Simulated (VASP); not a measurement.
Input of a VASP 6.6.1 run:

INCAR

```
PREC = Accurate
ENCUT = 520
EDIFF = 1E-7
ISMEAR = 0
SIGMA = 0.05
LREAL = F
LASPH = T
NELM = 60
ALGO = Normal
ISIF = 2
LWAVE = F
LCHARG = T
GGA = PS
IVDW = 12
LELF = T
LVHAR = T
NBANDS = 20
```

File KPOINTS:

```
Automatic mesh
0
Gamma
  12 12 6
```

File POSCAR:

```
SnSe2
1.0
    4.1158786841      0.0000000000      0.0000000000
   -2.0579393420      3.5644554993      0.0000000000
    0.0000000000      0.0000000000      6.3824800000
Sn Se
1 2
Direct
    0.0000000000      0.0000000000      0.0000000000
    0.3333333333      0.6666666667      0.2500000000
    0.6666666667      0.3333333333      0.7500000000
```

Potentials or basis: VASP PAW PBE potentials, release 64 (Sn_d, Se).

Command:

```console
$ cat potpaw_PBE.64/Sn_d/POTCAR potpaw_PBE.64/Se/POTCAR > POTCAR
$ mpirun -np 1 vasp_std > vasp.out
```

Task: Estimate the pressure.

Result: -8.5 GPa.

Task: Predict the dispersion energy per atom.

Result: -0.270 eV.

Task: Predict the largest force.

Result: 0.647 eV/Å.

Forces on the atoms (eV/Å):
```
Sn   0.000  0.000  0.000
Se   0.000  0.000 -0.647
Se   0.000  0.000  0.647
```

Caveat: the cell differs from its parent crystal (strain +0.080 along x and y, +0.040 along z); the PAW data sets were made with another functional, which shifts forces and pressure a little.
